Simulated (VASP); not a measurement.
# Hg in VASP: single point with PBE

Aim: the single point of Hg with PBE.

Everything below comes from runs of VASP 6.6.1. Logs are shortened: lines on timing, memory, paths and dates and some standing lists are left out, and cuts for length are marked.

**1. The cell of the first run**

The cell holds a cluster in a box, 1 atom: a = 9.000 Å, b = 9.000 Å, c = 9.000 Å, α = 90.00°, β = 90.00°, γ = 90.00°.

**2. Single point, PBE**

The input, INCAR:

```
SYSTEM = Hg
  PREC = Accurate
  ENCUT = 400
  EDIFF = 1E-6
  ISMEAR = 0
  SIGMA = 0.01
  LREAL = .FALSE.
  LASPH = .TRUE.
  NELM = 120
  ALGO = Normal
  ISIF = 2
  LWAVE = .FALSE.
  LCHARG = .FALSE.
  GGA = PE
  NBANDS = 12
  GGA_COMPAT = .FALSE.
```

The input, KPOINTS:

```
regular mesh
0
G
  1 1 1
  0 0 0
```

The input, POSCAR:

```
Hg
1.0
    9.0000000000      0.0000000000      0.0000000000
    0.0000000000      9.0000000000      0.0000000000
    0.0000000000      0.0000000000      9.0000000000
Hg
1
Direct
    0.5000000000      0.5000000000      0.5000000000
```

Potentials or basis: VASP PAW PBE potentials, release 64 (Hg).

The run is started by

```sh
cat potpaw_PBE.64/Hg/POTCAR > POTCAR
mpirun -np 1 vasp_gam > vasp.out
```

OUTCAR:

```text
SYSTEM = Hg
   PREC = Accurate
   ENCUT = 400
   EDIFF = 1E-6
   ISMEAR = 0
   LREAL = .FALSE.
   LASPH = .TRUE.
   NELM = 120
   ISIF = 2
   GGA = PE

 ion  position               nearest neighbor table
   1  0.500  0.500  0.500-

  LATTYP: Found a simple cubic cell.
 ALAT       =     9.0000000000

  Lattice vectors:

 A1 = (   9.0000000000,   0.0000000000,   0.0000000000)
 A2 = (   0.0000000000,   9.0000000000,   0.0000000000)
 A3 = (   0.0000000000,   0.0000000000,   9.0000000000)

Analysis of symmetry for initial positions (statically):
=====================================================================
 Subroutine PRICEL returns:
 Original cell was already a primitive cell.

 Routine SETGRP: Setting up the symmetry group for a
 simple cubic supercell.

 Subroutine GETGRP returns: Found 48 space group operations
 (whereof 48 operations were pure point group operations)
 out of a pool of 48 trial point group operations.

The static configuration has the point symmetry O_h .

Analysis of symmetry for dynamics (positions and initial velocities):
=====================================================================
 Subroutine PRICEL returns:
 Original cell was already a primitive cell.

 Routine SETGRP: Setting up the symmetry group for a
 simple cubic supercell.

 Subroutine GETGRP returns: Found 48 space group operations
 (whereof 48 operations were pure point group operations)
 out of a pool of 48 trial point group operations.

The dynamic configuration has the point symmetry O_h .

 Subroutine INISYM returns: Found 48 space group operations
 (whereof 48 operations are pure point group operations),
 and found     1 'primitive' translations

----------------------------------------------------------------------------------------

                                     Primitive cell

  volume of cell :     729.0000

  direct lattice vectors                    reciprocal lattice vectors
     9.000000000  0.000000000  0.000000000     0.111111111  0.000000000  0.000000000
     0.000000000  9.000000000  0.000000000     0.000000000  0.111111111  0.000000000
     0.000000000  0.000000000  9.000000000     0.000000000  0.000000000  0.111111111

  length of vectors
     9.000000000  9.000000000  9.000000000     0.111111111  0.111111111  0.111111111

  position of ions in fractional coordinates (direct lattice)
[... 49 lines left out ...]
   LSORBIT =      F    spin-orbit coupling
   LASPH  =      T    aspherical Exc in radial PAW
   ENCUT  =  400.0 eV  29.40 Ry    5.42 a.u.  14.68 14.68 14.68*2*pi/ulx,y,z
   NELM   =    120;   NELMIN=  2; NELMDL= -5     # of ELM steps
   EDIFF  = 0.1E-05   stopping-criterion for ELM
   LREAL  =      F    real-space projection
   EDIFFG = 0.1E-04   stopping-criterion for IOM
   NSW    =      0    number of steps for IOM
   IBRION =     -1    ionic relax: 0-MD 1-quasi-New 2-CG
   NFREE  =      0    steps in history (QN), initial steepest desc. (CG)
   ISIF   =      2    stress and relaxation
   ISYM   =      2    0-nonsym 1-usesym 2-fastsym
   POTIM  = 0.5000    time-step for ionic-motion
   TEBEG  =    0.0;   TEEND  =   0.0 temperature during run
   PSTRESS=    0.0 pullay stress
   NELECT =      12.0000    total number of electrons
   NUPDOWN=      -1.0000    fix difference up-down
   EMIN   =  10.00;   EMAX   =-10.00  energy-range for DOS
   EFERMI =   0.00;   METHOD = LEGACY
   ISMEAR =     0;   SIGMA  =   0.01  broadening in eV -4-tet -1-fermi 0-gaus
   EFERMI_NEDOS =   21; number of points for ismear=-14 and -15
   IALGO  =     38    algorithm
   IMIX   =      4    mixing-type and parameters
     AMIX     =   0.40;   BMIX     =  1.00
     AMIX_MAG =   1.60;   BMIX_MAG =  1.00
  volume/ion in A,a.u.               =     729.00      4919.53
  Fermi-wavevector in a.u.,A,eV,Ry     =   0.416447  0.786970  2.359629  0.173428
  Thomas-Fermi vector in A             =   1.376048
   LORBIT       =      0    0 simple, 1 ext, 2 COOP (PROOUT), +10 PAW based schemes
   GGA     = PE    functional components
   LHFCALC =     F    Hartree Fock is set to
   AEXX    =    0.0000 exact exchange contribution
   IVDW    =     0    specifies the selected vdW correction
   LEPSILON=     F    determine dielectric tensor
   LRPA    =     F    only Hartree local field effects (RPA)
 non-spin polarized calculation
 Gauss-broadening in eV      SIGMA  =   0.01
  energy-cutoff  :      400.00
  volume of cell :      729.00
 maximum number of plane-waves:      6603
 NGX is ok and might be reduce to    60
   NGX = 29   NGY = 29   NGZ = 29

 number of electron      12.0000009 magnetization

 Free energy of the ion-electron system (eV)
  ---------------------------------------------------
  ext. energy  EPLUGINS =         0.00000000
  ---------------------------------------------------
  free energy    TOTEN  =        -0.01473712 eV

  energy without entropy =       -0.01473712  energy(sigma->0) =       -0.01473712

 E-fermi :  -6.5416     XC(G=0):  -1.1308

 val. band max:       -6.6054695267   @ k =   0.0000   0.0000   0.0000
 cond. band min:      -0.7433784648   @ k =   0.0000   0.0000   0.0000
 fundamental gap:      5.8620910619
 Fermi energy:        -6.5416286343

 k-point     1 :       0.0000    0.0000    0.0000
  band No.  band energies     occupation
      1      -9.6491      2.00000
      2      -9.6491      2.00000
      3      -9.6490      2.00000
      4      -9.6490      2.00000
      5      -9.6490      2.00000
      6      -6.6055      2.00000
      7      -0.7434      0.00000
      8      -0.7434      0.00000
      9      -0.7434      0.00000
     10      -0.1367      0.00000
     11       1.2878      0.00000
     12       1.2878      0.00000

------------------------ aborting loop because EDIFF is reached ----------------------------------------

  FORCE on cell =-STRESS in cart. coord.  units (eV):
  Direction    XX          YY          ZZ          XY          YZ          ZX
  --------------------------------------------------------------------------------------
  -------------------------------------------------------------------------------------
  Total       -0.0390033     -0.0390033     -0.0390033     -0.0000000      0.0000000      0.0000000
  in kB       -0.0857204     -0.0857204     -0.0857204     -0.0000000      0.0000000      0.0000000
  external PRESSURE =      -0.0857204 kB  Pullay stress =       0.0000000 kB

 VOLUME and BASIS-vectors are now :
 -----------------------------------------------------------------------------
  energy-cutoff  :      400.00
  volume of cell :      729.00
      direct lattice vectors                 reciprocal lattice vectors
     9.000000000  0.000000000  0.000000000     0.111111111  0.000000000  0.000000000
     0.000000000  9.000000000  0.000000000     0.000000000  0.111111111  0.000000000
     0.000000000  0.000000000  9.000000000     0.000000000  0.000000000  0.111111111

 POSITION                                       TOTAL-FORCE (eV/Angst)
 -----------------------------------------------------------------------------------
      4.50000      4.50000      4.50000         0.000000      0.000000      0.000000
 -----------------------------------------------------------------------------------
    total drift:                                0.000000      0.000000     -0.000000

  FREE ENERGIE OF THE ION-ELECTRON SYSTEM (eV)
  ---------------------------------------------------
  free  energy   TOTEN  =        -0.0147371184 eV

  energy  without entropy=       -0.0147371184  energy(sigma->0) =       -0.01473712
```

Wall time 20 s (1 thread of AMD EPYC 7R13, shared host); peak memory 0.39 GiB.

What came out:

* Free energy: -0.0147 eV
* Gap between the frontier levels: 5.86 eV

Caveat: spin-orbit coupling is left out, which moves the levels of the heavy elements.
